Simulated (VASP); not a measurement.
# MgW (P6_3/mmc) in VASP: a series of runs

MgW is run at these levels: PBE; tasks: relaxation of cell and atoms, single point.

Program: VASP 6.6.1. These are calculated values, not measurements. Logs are shortened: lines on timing, memory, paths and dates and some standing lists are left out, and cuts for length are marked.

## Step 1: The cell of the first run

The structure is hexagonal, space group P6_3/mmc (No. 194). The conventional cell has a = 2.851 Å, b = 2.851 Å, c = 9.839 Å, α = 90.00°, β = 90.00°, γ = 120.00°. Mg (site symmetry -3m) has 6 Mg at 2.85 Å and 6 W at 2.96 Å within 3.8 Å. Within 3.8 Å of W (site symmetry -6m2) lie 6 W at 2.85 Å and 6 Mg at 2.96 Å.

## Step 2: Relaxation of cell and atoms, PBE

Contents of INCAR:

```
  ALGO = Normal
  EDIFF = 1E-7
  EDIFFG = -0.01
  ENCUT = 600
  GGA = PE
  IBRION = 2
  ISIF = 3
  ISMEAR = 0
  LASPH = True
  LCHARG = False
  LREAL = False
  LWAVE = False
  NELM = 100
  NSW = 100
  PREC = Accurate
  SIGMA = 0.1
```

Contents of KPOINTS:

```
k-points
0
Gamma
  18 18 6
```

Contents of POSCAR:

```
MgW
1.0
    2.8509621132      0.0000000000      0.0000000000
   -1.4254810566      2.4690056153      0.0000000000
    0.0000000000      0.0000000000      9.8393546895
Mg W
2 2
Direct
    0.0000000000      0.0000000000      0.0000000000
    0.0000000000      0.0000000000      0.5000000000
    0.3333333333      0.6666666667      0.2500000000
    0.6666666667      0.3333333333      0.7500000000
```

Potentials or basis: VASP PAW PBE potentials, release 64 (Mg, W_sv).

On the command line:

```sh
cat potpaw_PBE.64/Mg/POTCAR potpaw_PBE.64/W_sv/POTCAR > POTCAR
mpirun -np 1 vasp_std > vasp.out
```

OUTCAR:

```text
EDIFF = 1E-7
   EDIFFG = -0.01
   ENCUT = 600
   GGA = PE
   IBRION = 2
   ISIF = 3
   ISMEAR = 0
   LASPH = True
   LREAL = False
   NELM = 100
   NSW = 100
   PREC = Accurate

 ion  position               nearest neighbor table
   1  0.000  0.000  0.000-   3 2.96   4 2.96   4 2.96   3 2.96   4 2.96   3 2.96
   2  0.000  0.000  0.500-   3 2.96   4 2.96   4 2.96   3 2.96   4 2.96   3 2.96
   3  0.333  0.667  0.250-   1 2.96   2 2.96   1 2.96   2 2.96   1 2.96   2 2.96
   4  0.667  0.333  0.750-   1 2.96   2 2.96   1 2.96   2 2.96   1 2.96   2 2.96

  LATTYP: Found a hexagonal cell.
 ALAT       =     2.8509621132
 C/A-ratio  =     3.4512400722

  Lattice vectors:

 A1 = (   2.8509621132,   0.0000000000,   0.0000000000)
 A2 = (  -1.4254810566,   2.4690056153,   0.0000000000)
 A3 = (   0.0000000000,   0.0000000000,   9.8393546895)

Analysis of symmetry for initial positions (statically):
=====================================================================
 Subroutine PRICEL returns:
 Original cell was already a primitive cell.

 Routine SETGRP: Setting up the symmetry group for a
 hexagonal supercell.

 Subroutine GETGRP returns: Found 24 space group operations
 (whereof 12 operations were pure point group operations)
 out of a pool of 24 trial point group operations.

The static configuration has the point symmetry D_3d.
 The point group associated with its full space group is D_6h.

Analysis of symmetry for dynamics (positions and initial velocities):
=====================================================================
 Subroutine PRICEL returns:
 Original cell was already a primitive cell.

 Routine SETGRP: Setting up the symmetry group for a
 hexagonal supercell.

 Subroutine GETGRP returns: Found 24 space group operations
 (whereof 12 operations were pure point group operations)
 out of a pool of 24 trial point group operations.

The dynamic configuration has the point symmetry D_3d.
 The point group associated with its full space group is D_6h.

 Subroutine INISYM returns: Found 24 space group operations
 (whereof 12 operations are pure point group operations),
 and found     1 'primitive' translations

----------------------------------------------------------------------------------------

                                     Primitive cell

  volume of cell :      69.2596

  direct lattice vectors                    reciprocal lattice vectors
     2.850962113  0.000000000  0.000000000     0.350758783  0.202510678  0.000000000
    -1.425481057  2.469005615  0.000000000     0.000000000  0.405021355  0.000000000
     0.000000000  0.000000000  9.839354690     0.000000000  0.000000000  0.101632681

  length of vectors
     2.850962113  2.850962113  9.839354690     0.405021355  0.405021355  0.101632681

  position of ions in fractional coordinates (direct lattice)
     0.000000000  0.000000000  0.000000000
     0.000000000  0.000000000  0.500000000
     0.333333333  0.666666667  0.250000000
     0.666666667  0.333333333  0.750000000

  ion indices of the primitive-cell ions
   primitive index   ion index
                 1           1
                 2           2
                 3           3
                 4           4

----------------------------------------------------------------------------------------

 KPOINTS: k-points

Automatic generation of k-mesh.
 Grid dimensions read from file:
 generate k-points for:   18   18    6

 Generating k-lattice:

[... 64 lines left out ...]
   NSW    =    100    number of steps for IOM
   IBRION =      2    ionic relax: 0-MD 1-quasi-New 2-CG
   NFREE  =      1    steps in history (QN), initial steepest desc. (CG)
   ISIF   =      3    stress and relaxation
   ISYM   =      2    0-nonsym 1-usesym 2-fastsym
   POTIM  = 0.5000    time-step for ionic-motion
   TEBEG  =    0.0;   TEEND  =   0.0 temperature during run
   PSTRESS=    0.0 pullay stress
   NELECT =      32.0000    total number of electrons
   NUPDOWN=      -1.0000    fix difference up-down
   EMIN   =  10.00;   EMAX   =-10.00  energy-range for DOS
   EFERMI =   0.00;   METHOD = LEGACY
   ISMEAR =     0;   SIGMA  =   0.10  broadening in eV -4-tet -1-fermi 0-gaus
   EFERMI_NEDOS =   21; number of points for ismear=-14 and -15
   IALGO  =     38    algorithm
   IMIX   =      4    mixing-type and parameters
     AMIX     =   0.40;   BMIX     =  1.00
     AMIX_MAG =   1.60;   BMIX_MAG =  1.00
  volume/ion in A,a.u.               =      17.31       116.85
  Fermi-wavevector in a.u.,A,eV,Ry     =   1.265605  2.391646 21.793206  1.601755
  Thomas-Fermi vector in A             =   2.398849
   LORBIT       =      0    0 simple, 1 ext, 2 COOP (PROOUT), +10 PAW based schemes
   GGA     = PE    functional components
   LHFCALC =     F    Hartree Fock is set to
   AEXX    =    0.0000 exact exchange contribution
   IVDW    =     0    specifies the selected vdW correction
   LEPSILON=     F    determine dielectric tensor
   LRPA    =     F    only Hartree local field effects (RPA)
 conjugate gradient relaxation of ions
 non-spin polarized calculation
 Gauss-broadening in eV      SIGMA  =   0.10
  energy-cutoff  :      600.00
  volume of cell :       69.26
 maximum number of plane-waves:      2334
 NGX is ok and might be reduce to    24
   NGX = 11   NGY = 11   NGZ = 39

--------------------------------------- Ionic step        1  -------------------------------------------

 number of electron      32.0000002 magnetization

 Free energy of the ion-electron system (eV)
  ---------------------------------------------------
  ext. energy  EPLUGINS =         0.00000000
  ---------------------------------------------------
  free energy    TOTEN  =       -26.80713649 eV

  energy without entropy =      -26.79187090  energy(sigma->0) =      -26.79950370

------------------------ aborting loop because EDIFF is reached ----------------------------------------

  FORCE on cell =-STRESS in cart. coord.  units (eV):
  Direction    XX          YY          ZZ          XY          YZ          ZX
  --------------------------------------------------------------------------------------
  -------------------------------------------------------------------------------------
  Total        0.0205658      0.0205658     -0.0736524      0.0000000      0.0000000      0.0000000
  in kB        0.4757476      0.4757476     -1.7037960      0.0000000      0.0000000      0.0000000
  external PRESSURE =      -0.2507669 kB  Pullay stress =       0.0000000 kB

 VOLUME and BASIS-vectors are now :
 -----------------------------------------------------------------------------
  energy-cutoff  :      600.00
  volume of cell :       69.26
      direct lattice vectors                 reciprocal lattice vectors
     2.850962113  0.000000000  0.000000000     0.350758783  0.202510678  0.000000000
    -1.425481057  2.469005615  0.000000000     0.000000000  0.405021355  0.000000000
     0.000000000  0.000000000  9.839354690     0.000000000  0.000000000  0.101632681

 POSITION                                       TOTAL-FORCE (eV/Angst)
 -----------------------------------------------------------------------------------
      0.00000      0.00000      0.00000         0.000000      0.000000     -0.000000
      0.00000      0.00000      4.91968         0.000000      0.000000     -0.000000
     -0.00000      1.64600      2.45984         0.000000     -0.000000      0.000000
      1.42548      0.82300      7.37952        -0.000000      0.000000      0.000000
 -----------------------------------------------------------------------------------
    total drift:                               -0.000000      0.000000     -0.000000

  FREE ENERGIE OF THE ION-ELECTRON SYSTEM (eV)
  ---------------------------------------------------
  free  energy   TOTEN  =       -26.8071364900 eV

  energy  without entropy=      -26.7918709032  energy(sigma->0) =      -26.79950370

--------------------------------------- Ionic step        2  -------------------------------------------

 number of electron      32.0000002 magnetization

 Free energy of the ion-electron system (eV)
  ---------------------------------------------------
  ext. energy  EPLUGINS =         0.00000000
  ---------------------------------------------------
  free energy    TOTEN  =       -26.80716407 eV

  energy without entropy =      -26.79198541  energy(sigma->0) =      -26.79957474

 E-fermi :   6.7398     XC(G=0): -11.2936

 val. band max:        6.7322465270   @ k =   0.2778   0.2222   0.3333
 cond. band min:       6.7514554988   @ k =   0.3889   0.0000   0.0000
 fundamental gap:      0.0192089718
 Fermi energy:         6.7398090919

 k-point     1 :       0.0000    0.0000    0.0000
  band No.  band energies     occupation
      1     -66.9754      2.00000
      2     -66.9754      2.00000
      3     -31.3006      2.00000
      4     -31.2988      2.00000
      5     -30.6531      2.00000
      6     -30.6531      2.00000
[... 541 lines left out ...]
     19       8.2461      0.00000
     20       9.8927      0.00000

 [... further k-points ...]

------------------------ aborting loop because EDIFF is reached ----------------------------------------

  FORCE on cell =-STRESS in cart. coord.  units (eV):
  Direction    XX          YY          ZZ          XY          YZ          ZX
  --------------------------------------------------------------------------------------
  -------------------------------------------------------------------------------------
  Total       -0.0090236     -0.0090236      0.0219837      0.0000000      0.0000000      0.0000000
  in kB       -0.2088234     -0.2088234      0.5087479      0.0000000      0.0000000      0.0000000
  external PRESSURE =       0.0303670 kB  Pullay stress =       0.0000000 kB

 VOLUME and BASIS-vectors are now :
 -----------------------------------------------------------------------------
  energy-cutoff  :      600.00
  volume of cell :       69.23
      direct lattice vectors                 reciprocal lattice vectors
     2.851669259  0.000000000  0.000000000     0.350671803  0.202460460 -0.000000000
    -1.425834629  2.469618021  0.000000000    -0.000000000  0.404920920 -0.000000000
     0.000000000  0.000000000  9.830614417     0.000000000 -0.000000000  0.101723042

 POSITION                                       TOTAL-FORCE (eV/Angst)
 -----------------------------------------------------------------------------------
      0.00000      0.00000      9.83061        -0.000000      0.000000     -0.000000
      0.00000      0.00000      4.91531        -0.000000      0.000000     -0.000000
     -0.00000      1.64641      2.45765         0.000000      0.000000     -0.000000
      1.42583      0.82321      7.37296        -0.000000     -0.000000      0.000000
 -----------------------------------------------------------------------------------
    total drift:                               -0.000000      0.000000     -0.000000

  FREE ENERGIE OF THE ION-ELECTRON SYSTEM (eV)
  ---------------------------------------------------
  free  energy   TOTEN  =       -26.8071640706 eV

  energy  without entropy=      -26.7919854148  energy(sigma->0) =      -26.79957474

 reached required accuracy - stopping structural energy minimisation
```

It took 10 min on 1 thread of AMD EPYC, shared host; peak memory 0.36 GiB.

Results:

```
Free energy                            : -26.8072 eV
Relaxed volume                         : 17.31 Å³/atom
Relaxed cell                           : a = 2.852 Å, b = 2.852 Å, c = 9.831 Å, α = 90.00°, β = 90.00°, γ = 120.00°
Space group after relaxing (to 0.05 Å) : P6_3/mmc (No. 194)
Energy gained by relaxing              : 0.0 meV/atom
Ionic steps                            : 2
Pressure after relaxing                : 0.0 GPa
Band gap on the k mesh                 : zero (band 16 reaches 7.43 eV, above the bottom of band 17 at 6.06 eV)
```

Final structure:
```xyz
4
Lattice="2.8517 0.0000 0.0000 -1.4258 2.4696 0.0000 0.0000 0.0000 9.8306" Properties=species:S:1:pos:R:3 pbc="T T T"
Mg    0.0000    0.0000    9.8306
Mg    0.0000    0.0000    4.9153
W     0.0000    1.6464    2.4577
W     1.4258    0.8232    7.3730
```

Caveat: spin-orbit coupling is left out, which moves the levels of the heavy elements.

## Step 3: Single point, PBE

This run uses another cell than the first one, of 17.40 Å³/atom, 1.005 times its volume.

Contents of INCAR:

```
ALGO = Normal
EDIFF = 1E-6
ENCUT = 520
GGA = PE
ISIF = 2
ISMEAR = 0
LASPH = True
LCHARG = True
LELF = True
LREAL = False
LVHAR = True
LWAVE = False
NBANDS = 24
NELM = 100
PREC = Accurate
SIGMA = 0.1
```

Contents of KPOINTS:

```
k-points
0
Gamma
  6 6 2
```

Contents of POSCAR:

```
MgW
1.0
    2.8612163981      0.0000000000      0.0000000000
   -1.4306081991      2.4778860865      0.0000000000
    0.0000000000      0.0000000000      9.8167264575
Mg W
2 2
Direct
    0.0000000000      0.0000000000      0.0000000000
    0.0000000000      0.0000000000      0.5000000000
    0.3333333333      0.6666666667      0.2500000000
    0.6666666667      0.3333333333      0.7500000000
```

Potentials or basis: VASP PAW PBE potentials, release 64 (Mg, W_sv).

On the command line:

```sh
cat potpaw_PBE.64/Mg/POTCAR potpaw_PBE.64/W_sv/POTCAR > POTCAR
mpirun -np 1 vasp_std > vasp.out
```

Run time: 54 s. Hardware: 1 thread of AMD EPYC, shared host; peak memory 0.18 GiB.

It converged, with:

```
Free energy            : -26.6623 eV
Pressure               : 0.1 GPa
Band gap on the k mesh : zero (band 16 reaches 7.00 eV, above the bottom of band 17 at 6.00 eV)
```

Stress tensor (GPa, compression positive):
```
 0.16  0.00  0.00
 0.00  0.16  0.00
 0.00  0.00 -0.01
```

Levels at points of the mesh, in eV from the Fermi level:
```
           k point  band 14  band 15  band 16  band 17  band 18  band 19
(0.00, 0.00, 0.00)    -1.12     0.01     0.01     0.01     0.01     2.70
(0.50, 0.00, 0.00)    -1.27     0.08     0.28     0.84     1.50     1.58
(0.00, 0.00, 0.50)    -1.75     0.01     0.01     0.01     0.01     2.73
(0.50, 0.00, 0.50)    -1.48    -0.33    -0.33     1.54     1.54     2.20
```

Caveat: the k points lie up to 0.42 Å⁻¹ apart; spin-orbit coupling is left out, which moves the levels of the heavy elements.
